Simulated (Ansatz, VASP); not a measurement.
## Two plane-wave programs on As

```
As
1.0
     2.91249    0.00000    0.00000
    -1.45624    2.52229    0.00000
     0.00000    0.00000    2.73039
As
1
Direct
  0.00000 0.00000 0.00000
```

Alike in both runs: functional PBE; k mesh 15 × 15 × 14; occupations fermi-dirac, width 0.05 eV; no spin polarisation.

Ansatz relaxed the structure, and its values are those at the end. VASP's run is a single point on that final structure, the one shown.

|  | VASP | Ansatz |
| --- | --- | --- |
| version | VASP 6.6.1 | Ansatz 0.2.0 |
| potentials or method | VASP PAW PBE potentials, release 64 (As) | PAW with Ansatz's default frozen-core files, scalar-relativistic |
| plane-wave cutoff (eV) | 520 | 420 |
| valence electrons in the cell | 5 | 15 |

Ansatz gave:

- pressure (GPa): 0.0

Task: What did VASP give for the same quantities?

Result: Pressure (GPa): 0.1.

The functional is the same, so the differences come from potentials, cutoffs and numerics. VASP's potentials hold 5 valence electrons a cell and Ansatz's 15, so a difference there can come from the potentials and not from the codes.
